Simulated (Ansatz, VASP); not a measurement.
**One calculation of ScAs2, two programs**

```
Sc As
1.0
    -2.66080    2.66080    2.62314
     2.66080   -2.66080    2.62314
     2.66080    2.66080   -2.62314
Sc As
1 2
Direct
  0.00000 0.00000 0.00000
  0.01061 0.51061 0.50000
  0.48939 0.98939 0.50000
```

Alike in both runs: functional PBE; k mesh 12 × 12 × 12; occupations gaussian, width 0.1 eV; no spin polarisation.

Ansatz relaxed the structure, and its values are those at the end. VASP's run is a single point on that final structure, the one shown.

|  | VASP | Ansatz |
| --- | --- | --- |
| version | VASP 6.6.1 | Ansatz 0.2.0 |
| potentials or method | VASP PAW PBE potentials, release 64 (Sc_sv, As), cutoff 520 eV | scalar-relativistic, plane waves, PAW |
| valence electrons in the cell | 21 | 41 |

|  | VASP | Ansatz | Ansatz less VASP |
| --- | --- | --- | --- |
| gap on the k mesh at the Fermi level (eV) | none | none | - |
| pressure (GPa) | 0.2 | 0.0 | -0.20 |
| rms of the force components (eV/Å) | 0.015 | 0.003 | -0.0121 |

A gap of «none» marks a metal or a gap that the smearing closes. The functional is the same, so the differences come from potentials, cutoffs and numerics. VASP's potentials hold 21 valence electrons a cell and Ansatz's 41, so a difference there can come from the potentials and not from the codes.
